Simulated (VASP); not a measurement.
# Ge (P6_3/mmc) in VASP: further runs

Aim: see how the results for Ge move with the level of theory and the settings. Levels: PBE, PBEsol. Tasks: single point.

All numbers are computed with VASP 6.6.1; they aren't measurements. Logs are shortened: lines on timing, memory, paths and dates and some standing lists are left out, and cuts for length are marked.

## Step 1: The cell of the first run

It takes space group P6_3/mmc (No. 194, hexagonal). Conventional cell: a = 4.101 Å, b = 4.101 Å, c = 6.249 Å, α = 90.00°, β = 90.00°, γ = 120.00°. Within 3.7 Å of Ge (site symmetry -3m) lie 8 Ge at 2.84 to 3.12 Å. Ge (site symmetry -6m2) has 6 Ge at 2.84 Å within 3.7 Å.

This isn't the form of Ge at room conditions, which is diamond.

## Step 2: Single point, PBE

The input, INCAR:

```
SYSTEM = Ge
ALGO = Normal ; EDIFF = 1E-6
ENCUT = 520 ; GGA = PE
ISIF = 2 ; ISMEAR = 0
LASPH = .TRUE. ; LCHARG = .TRUE.
LELF = .TRUE. ; LREAL = .FALSE.
LVHAR = .TRUE. ; LWAVE = .FALSE.
NBANDS = 36 ; NELM = 60
PREC = Accurate ; SIGMA = 0.15
```

The input, KPOINTS:

```
k-points
0
G
  12 12 8
  0 0 0
```

The input, POSCAR:

```
Ge
1.0
    4.1008171026      0.0000000000      0.0000000000
   -2.0504085513      3.5514117871      0.0000000000
    0.0000000000      0.0000000000      6.2493425316
Ge
4
Direct
    0.0000000000      0.0000000000      0.0711500000
    0.0000000000      0.0000000000      0.5711500000
    0.3333333333      0.6666666667      0.8211500000
    0.6666666667      0.3333333333      0.3211500000
```

Potentials or basis: VASP PAW PBE potentials, release 64 (Ge_d).

On the command line:

```
$ cat potpaw_PBE.64/Ge_d/POTCAR > POTCAR
$ mpirun -np 1 vasp_std > vasp.out
```

OUTCAR:

```text
SYSTEM = Ge
   EDIFF = 1E-6
   ENCUT = 520
   GGA = PE
   ISIF = 2
   ISMEAR = 0
   LASPH = .TRUE.
   LREAL = .FALSE.
   NELM = 60
   PREC = Accurate

 ion  position               nearest neighbor table
   1  0.000  0.000  0.071-   3 2.84   4 2.84   3 2.84   4 2.84   4 2.84   3 2.84
   2  0.000  0.000  0.571-   3 2.84   4 2.84   3 2.84   4 2.84   4 2.84   3 2.84
   3  0.333  0.667  0.821-   1 2.84   2 2.84   1 2.84   2 2.84   1 2.84   2 2.84
   4  0.667  0.333  0.321-   1 2.84   2 2.84   1 2.84   2 2.84   1 2.84   2 2.84

  LATTYP: Found a hexagonal cell.
 ALAT       =     4.1008171026
 C/A-ratio  =     1.5239261775

  Lattice vectors:

 A1 = (   4.1008171026,   0.0000000000,   0.0000000000)
 A2 = (  -2.0504085513,   3.5514117871,   0.0000000000)
 A3 = (   0.0000000000,   0.0000000000,   6.2493425316)

Analysis of symmetry for initial positions (statically):
=====================================================================
 Subroutine PRICEL returns:
 Original cell was already a primitive cell.

 Routine SETGRP: Setting up the symmetry group for a
 hexagonal supercell.

 Subroutine GETGRP returns: Found 24 space group operations
 (whereof  6 operations were pure point group operations)
 out of a pool of 24 trial point group operations.

The static configuration has the point symmetry C_3v.
 The point group associated with its full space group is D_6h.

Analysis of symmetry for dynamics (positions and initial velocities):
=====================================================================
 Subroutine PRICEL returns:
 Original cell was already a primitive cell.

 Routine SETGRP: Setting up the symmetry group for a
 hexagonal supercell.

 Subroutine GETGRP returns: Found 24 space group operations
 (whereof  6 operations were pure point group operations)
 out of a pool of 24 trial point group operations.

The dynamic configuration has the point symmetry C_3v.
 The point group associated with its full space group is D_6h.

 Subroutine INISYM returns: Found 24 space group operations
 (whereof  6 operations are pure point group operations),
 and found     1 'primitive' translations

----------------------------------------------------------------------------------------

                                     Primitive cell

  volume of cell :      91.0135

  direct lattice vectors                    reciprocal lattice vectors
     4.100817103  0.000000000  0.000000000     0.243853841  0.140789081  0.000000000
    -2.050408551  3.551411787  0.000000000     0.000000000  0.281578161  0.000000000
     0.000000000  0.000000000  6.249342532     0.000000000  0.000000000  0.160016833

  length of vectors
     4.100817103  4.100817103  6.249342532     0.281578161  0.281578161  0.160016833

  position of ions in fractional coordinates (direct lattice)
     0.000000000  0.000000000  0.071150000
     0.000000000  0.000000000  0.571150000
     0.333333333  0.666666667  0.821150000
     0.666666667  0.333333333  0.321150000

  ion indices of the primitive-cell ions
   primitive index   ion index
                 1           1
                 2           2
                 3           3
                 4           4

----------------------------------------------------------------------------------------

 KPOINTS: k-points

Automatic generation of k-mesh.
 Grid dimensions read from file:
 generate k-points for:   12   12    8

 Generating k-lattice:

  Cartesian coordinates                     Fractional coordinates (reciprocal lattice)
     0.020321153  0.011732423  0.000000000     0.083333333 -0.000000000  0.000000000
     0.000000000  0.023464847  0.000000000     0.000000000  0.083333333  0.000000000
     0.000000000  0.000000000  0.020002104     0.000000000  0.000000000  0.125000000

  Length of vectors
     0.023464847  0.023464847  0.020002104

  Shift w.r.t. Gamma in fractional coordinates (k-lattice)
     0.000000000  0.000000000  0.000000000

 Subroutine IBZKPT returns following result:
 ===========================================

 Found     95 irreducible k-points:

 Following reciprocal coordinates:
            Coordinates               Weight
  0.000000  0.000000  0.000000      1.000000
  0.083333  0.000000  0.000000      6.000000
  0.166667 -0.000000  0.000000      6.000000
  0.250000 -0.000000  0.000000      6.000000
  0.333333 -0.000000  0.000000      6.000000
  0.416667 -0.000000  0.000000      6.000000
[... 16 lines left out ...]
  0.250000 -0.000000  0.125000     12.000000
  0.333333 -0.000000  0.125000     12.000000
 [... further k-points ...]
   k-points           NKPTS =     95   k-points in BZ     NKDIM =     95   number of bands    NBANDS=     36
   number of dos      NEDOS =    301   number of ions     NIONS =      4
   total plane-waves  NPLWV =  43200
   dimension x,y,z NGX =    30 NGY =   30 NGZ =   48
   dimension x,y,z NGXF=    60 NGYF=   60 NGZF=   96
   ions per type =               4
   NGX,Y,Z   is equivalent  to a cutoff of  12.16, 12.16, 12.77 a.u.
   NGXF,Y,Z  is equivalent  to a cutoff of  24.32, 24.32, 25.54 a.u.
 SYSTEM =  Ge
   PREC   = accura    normal or accurate (medium, high low for compatibility)
   ISTART =      0    job   : 0-new  1-cont  2-samecut
   ICHARG =      2    charge: 1-file 2-atom 10-const
   ISPIN  =      1    spin polarized calculation?
   LNONCOLLINEAR =      F non collinear calculations
   LSORBIT =      F    spin-orbit coupling
   LASPH  =      T    aspherical Exc in radial PAW
   ENCUT  =  520.0 eV  38.22 Ry    6.18 a.u.   7.62  7.62 11.62*2*pi/ulx,y,z
   NELM   =     60;   NELMIN=  2; NELMDL= -5     # of ELM steps
   EDIFF  = 0.1E-05   stopping-criterion for ELM
   LREAL  =      F    real-space projection
   EDIFFG = 0.1E-04   stopping-criterion for IOM
   NSW    =      0    number of steps for IOM
   IBRION =     -1    ionic relax: 0-MD 1-quasi-New 2-CG
   NFREE  =      0    steps in history (QN), initial steepest desc. (CG)
   ISIF   =      2    stress and relaxation
   ISYM   =      2    0-nonsym 1-usesym 2-fastsym
   POTIM  = 0.5000    time-step for ionic-motion
   TEBEG  =    0.0;   TEEND  =   0.0 temperature during run
   PSTRESS=    0.0 pullay stress
   NELECT =      56.0000    total number of electrons
   NUPDOWN=      -1.0000    fix difference up-down
   EMIN   =  10.00;   EMAX   =-10.00  energy-range for DOS
   EFERMI =   0.00;   METHOD = LEGACY
   ISMEAR =     0;   SIGMA  =   0.15  broadening in eV -4-tet -1-fermi 0-gaus
   EFERMI_NEDOS =   21; number of points for ismear=-14 and -15
   IALGO  =     38    algorithm
   IMIX   =      4    mixing-type and parameters
     AMIX     =   0.40;   BMIX     =  1.00
     AMIX_MAG =   1.60;   BMIX_MAG =  1.00
  volume/ion in A,a.u.               =      22.75       153.55
  Fermi-wavevector in a.u.,A,eV,Ry     =   1.392416  2.631284 26.379269  1.938822
  Thomas-Fermi vector in A             =   2.516161
   LORBIT       =      0    0 simple, 1 ext, 2 COOP (PROOUT), +10 PAW based schemes
   GGA     = PE    functional components
   LHFCALC =     F    Hartree Fock is set to
   AEXX    =    0.0000 exact exchange contribution
   IVDW    =     0    specifies the selected vdW correction
   LEPSILON=     F    determine dielectric tensor
   LRPA    =     F    only Hartree local field effects (RPA)
 non-spin polarized calculation
 Gauss-broadening in eV      SIGMA  =   0.15
  energy-cutoff  :      520.00
  volume of cell :       91.01
 maximum number of plane-waves:      2472
   NGX = 15   NGY = 15   NGZ = 23

 number of electron      55.9999947 magnetization

 Free energy of the ion-electron system (eV)
  ---------------------------------------------------
  ext. energy  EPLUGINS =         0.00000000
  ---------------------------------------------------
  free energy    TOTEN  =       -16.88726214 eV

  energy without entropy =      -16.86567969  energy(sigma->0) =      -16.87647091

 E-fermi :   4.8192     XC(G=0): -10.2173

 val. band max:        4.8178394575   @ k =   0.2500  -0.0000   0.2500
 cond. band min:       4.8368111687   @ k =   0.3333   0.2500   0.2500
 fundamental gap:      0.0189717112
 Fermi energy:         4.8192439523

 k-point     1 :       0.0000    0.0000    0.0000
  band No.  band energies     occupation
      1     -19.8844      2.00000
      2     -19.8844      2.00000
      3     -19.8759      2.00000
      4     -19.8759      2.00000
      5     -19.8563      2.00000
      6     -19.8175      2.00000
[... 28 lines left out ...]
     35       9.2358      0.00000
     36      11.1621      0.00000

 k-point     2 :       0.0833    0.0000    0.0000
  band No.  band energies     occupation
      1     -19.8836      2.00000
      2     -19.8816      2.00000
      3     -19.8746      2.00000
      4     -19.8738      2.00000
      5     -19.8552      2.00000
      6     -19.8191      2.00000
[... 28 lines left out ...]
     35       9.2590      0.00000
     36      10.9603      0.00000

 k-point     3 :       0.1667   -0.0000    0.0000
  band No.  band energies     occupation
      1     -19.8811      2.00000
      2     -19.8732      2.00000
      3     -19.8711      2.00000
      4     -19.8675      2.00000
      5     -19.8522      2.00000
      6     -19.8234      2.00000
[... 28 lines left out ...]
     35       9.5237      0.00000
     36      10.8383      0.00000

 k-point     4 :       0.2500   -0.0000    0.0000
  band No.  band energies     occupation
      1     -19.8779      2.00000
      2     -19.8666      2.00000
      3     -19.8604      2.00000
      4     -19.8578      2.00000
      5     -19.8487      2.00000
      6     -19.8286      2.00000
[... 28 lines left out ...]
     35      10.2119      0.00000
     36      11.5198      0.00000

 k-point     5 :       0.3333   -0.0000    0.0000
  band No.  band energies     occupation
      1     -19.8749      2.00000
      2     -19.8627      2.00000
      3     -19.8490      2.00000
      4     -19.8458      2.00000
      5     -19.8431      2.00000
      6     -19.8323      2.00000
[... 655 lines left out ...]
 k-point    22 :       0.1667   -0.0000    0.1250
  band No.  band energies     occupation
      1     -19.8806      2.00000
      2     -19.8732      2.00000
      3     -19.8704      2.00000
      4     -19.8662      2.00000
      5     -19.8503      2.00000
      6     -19.8283      2.00000
[... 28 lines left out ...]
     35       9.5719      0.00000
     36      10.3744      0.00000

 k-point    23 :       0.2500   -0.0000    0.1250
  band No.  band energies     occupation
      1     -19.8776      2.00000
      2     -19.8665      2.00000
      3     -19.8622      2.00000
      4     -19.8557      2.00000
      5     -19.8464      2.00000
      6     -19.8318      2.00000
[... 28 lines left out ...]
     35      10.1929      0.00000
     36      11.2273      0.00000

 k-point    24 :       0.3333   -0.0000    0.1250
  band No.  band energies     occupation
      1     -19.8748      2.00000
      2     -19.8634      2.00000
      3     -19.8512      2.00000
      4     -19.8442      2.00000
      5     -19.8418      2.00000
      6     -19.8322      2.00000
[... 28 lines left out ...]
     35      11.1443      0.00000
     36      12.2045      0.00000

 [... further k-points ...]

------------------------ aborting loop because EDIFF is reached ----------------------------------------

  FORCE on cell =-STRESS in cart. coord.  units (eV):
  Direction    XX          YY          ZZ          XY          YZ          ZX
  --------------------------------------------------------------------------------------
  -------------------------------------------------------------------------------------
  Total       -2.5636193     -2.5636193     -2.5704397      0.0000000     -0.0000000      0.0000000
  in kB      -45.1292740    -45.1292740    -45.2493390      0.0000000     -0.0000000      0.0000000
  external PRESSURE =     -45.1692957 kB  Pullay stress =       0.0000000 kB

 VOLUME and BASIS-vectors are now :
 -----------------------------------------------------------------------------
  energy-cutoff  :      520.00
  volume of cell :       91.01
      direct lattice vectors                 reciprocal lattice vectors
     4.100817103  0.000000000  0.000000000     0.243853841  0.140789081  0.000000000
    -2.050408551  3.551411787  0.000000000     0.000000000  0.281578161  0.000000000
     0.000000000  0.000000000  6.249342532     0.000000000  0.000000000  0.160016833

 POSITION                                       TOTAL-FORCE (eV/Angst)
 -----------------------------------------------------------------------------------
      0.00000      0.00000      0.44464         0.000000     -0.000000      0.000000
      0.00000      0.00000      3.56931        -0.000000     -0.000000      0.000000
     -0.00000      2.36761      5.13165        -0.000000      0.000000      0.000000
      2.05041      1.18380      2.00698        -0.000000     -0.000000      0.000000
 -----------------------------------------------------------------------------------
    total drift:                               -0.000000     -0.000001      0.000122

  FREE ENERGIE OF THE ION-ELECTRON SYSTEM (eV)
  ---------------------------------------------------
  free  energy   TOTEN  =       -16.8872621350 eV

  energy  without entropy=      -16.8656796867  energy(sigma->0) =      -16.87647091
```

Run time: 6.9 min. Hardware: 1 thread of Intel Xeon 8259CL, shared host; peak memory 0.34 GiB.

Results:

* Free energy: -16.8873 eV
* Pressure: -4.5 GPa
* Band gap on the k mesh: zero (bands 28 and 29 overlap by 3.65 eV)

Levels at points of the mesh, in eV from the Fermi level:
```
           k point  band 26  band 27  band 28  band 29  band 30  band 31
(0.00, 0.00, 0.00)    -0.83     0.74     0.74     0.87     1.38     2.31
(0.50, 0.00, 0.00)    -3.42    -2.67     0.74     1.03     1.19     1.38
(0.00, 0.00, 0.50)    -0.14    -0.14    -0.14     0.18     0.18     2.93
(0.50, 0.00, 0.50)    -1.77    -1.70    -1.70    -0.71    -0.71     3.12
```

Caveat: the cell stands under tension.

## Step 3: Single point, PBEsol (strain +0.080 along x and y, +0.040 along z)

The input, INCAR:

```
PREC = Accurate
ENCUT = 520
EDIFF = 1E-6
ISMEAR = 0
SIGMA = 0.15
LREAL = F
LASPH = T
NELM = 80
ALGO = Normal
ISIF = 2
LWAVE = F
LCHARG = F
GGA = PS
NBANDS = 36
```

The input, KPOINTS:

```
Automatic mesh
0
Gamma
  12 12 8
```

POSCAR, as its differences from that of step 2:

```diff
@@ -4,3 +4,3 @@
    -2.0504085513      3.5514117871      0.0000000000
-    0.0000000000      0.0000000000      6.2493425316
+    0.0000000000      0.0000000000      6.4993162329
 Ge
```

Potentials or basis: VASP PAW PBE potentials, release 64 (Ge_d).

On the command line:

```
$ cat potpaw_PBE.64/Ge_d/POTCAR > POTCAR
$ mpirun -np 1 vasp_std > vasp.out
```

Run time: 7.4 min. Hardware: 1 thread of Intel Xeon 8259CL, shared host; peak memory 0.35 GiB.

Results (log left out):

```
Free energy            : -18.3308 eV
Pressure               : -8.8 GPa
Band gap on the k mesh : zero (bands 28 and 29 overlap by 3.58 eV)
```

Stress tensor (GPa, compression positive):
```
-8.24  0.00  0.00
 0.00 -8.24  0.00
 0.00  0.00 -9.87
```

Levels at points of the mesh, in eV from the Fermi level:
```tsv
k point	band 25	band 26	band 27	band 28	band 29	band 30	band 31	band 32
(0.00, 0.00, 0.00)	-0.51	-0.51	0.95	0.98	0.98	1.14	2.33	2.33
(0.50, 0.00, 0.00)	-4.29	-3.33	-2.33	0.81	1.08	1.22	1.36	1.78
(0.00, 0.00, 0.50)	0.12	0.12	0.12	0.12	0.36	0.36	3.06	3.06
(0.50, 0.00, 0.50)	-1.80	-1.80	-1.43	-1.43	-0.87	-0.87	3.03	3.03
```

Caveat: the cell differs from its parent crystal (strain +0.080 along x and y, +0.040 along z); the cell stands under tension; the PAW data sets were made with another functional, which shifts forces and pressure a little.

## Step 4: Single point, PBEsol (strain +0.080 along x and y, +0.080 along z)

The input, INCAR:

```
ALGO = Normal
EDIFF = 1E-6
ENCUT = 520
GGA = PS
ISIF = 2
ISMEAR = 0
LASPH = T
LCHARG = T
LELF = T
LREAL = F
LVHAR = T
LWAVE = F
NBANDS = 36
NELM = 80
PREC = Accurate
SIGMA = 0.15
```

The input, KPOINTS:

```
k-points
0
Gamma
  12 12 8
```

POSCAR, as its differences from that of step 3:

```diff
@@ -4,3 +4,3 @@
    -2.0504085513      3.5514117871      0.0000000000
-    0.0000000000      0.0000000000      6.4993162329
+    0.0000000000      0.0000000000      6.7492899341
 Ge
```

On the command line:

```
$ cat potpaw_PBE.64/Ge_d/POTCAR > POTCAR
$ mpirun -np 1 vasp_std > vasp.out
```

Wall time 9.5 min (1 thread of Intel Xeon 8259CL, shared host); peak memory 0.36 GiB.

It converged, with:

* Free energy: -18.0833 eV
* Pressure: -10.0 GPa
* Band gap on the k mesh: zero (bands 28 and 29 overlap by 3.50 eV)

Stress tensor (GPa, compression positive):
```
 -9.06   0.00   0.00
  0.00  -9.06   0.00
  0.00   0.00 -11.76
```

Levels at points of the mesh, in eV from the Fermi level:
```csv
k point,band 24,band 25,band 26,band 27,band 28,band 29,band 30,band 31,band 32,band 33
"(0.00, 0.00, 0.00)",-2.76,-0.24,-0.24,0.54,1.19,1.19,1.39,2.34,2.34,2.87
"(0.50, 0.00, 0.00)",-6.42,-4.09,-3.23,-2.02,0.87,1.13,1.24,1.33,1.74,3.37
"(0.00, 0.00, 0.50)",-4.97,0.34,0.34,0.34,0.34,0.50,0.50,3.15,3.15,3.15
"(0.50, 0.00, 0.50)",-7.21,-1.84,-1.84,-1.20,-1.20,-0.99,-0.99,3.01,3.01,4.77
```

Caveat: the cell differs from its parent crystal (strain +0.080 along x and y, +0.080 along z); the cell stands under tension; the PAW data sets were made with another functional, which shifts forces and pressure a little.

## Step 5: Overview

```tsv
level	cell	gap on the mesh (eV)	pressure (GPa)
PBE	a = 4.101, b = 4.101, c = 6.249 Å, angles 90.0, 90.0, 120.0°, 4 atoms	none	-4.5
PBEsol	a = 4.101, b = 4.101, c = 6.499 Å, angles 90.0, 90.0, 120.0°, 4 atoms	none	-8.8
PBEsol	a = 4.101, b = 4.101, c = 6.749 Å, angles 90.0, 90.0, 120.0°, 4 atoms	none	-10.0
```

Alike in all rows: task single point; potentials or basis VASP PAW PBE potentials, release 64 (Ge_d); no spin polarisation; k mesh 12 × 12 × 8; cutoff (eV) 520; smearing gaussian 0.15 eV.

Caveats: the cell stands under tension; the PAW data sets were made with another functional, which shifts forces and pressure a little (at least some runs).

Total energies depend on the potentials used, so only differences within one code and one set of settings carry meaning.

The gap in the log of VASP goes by the Fermi energy; the results here count the filled bands.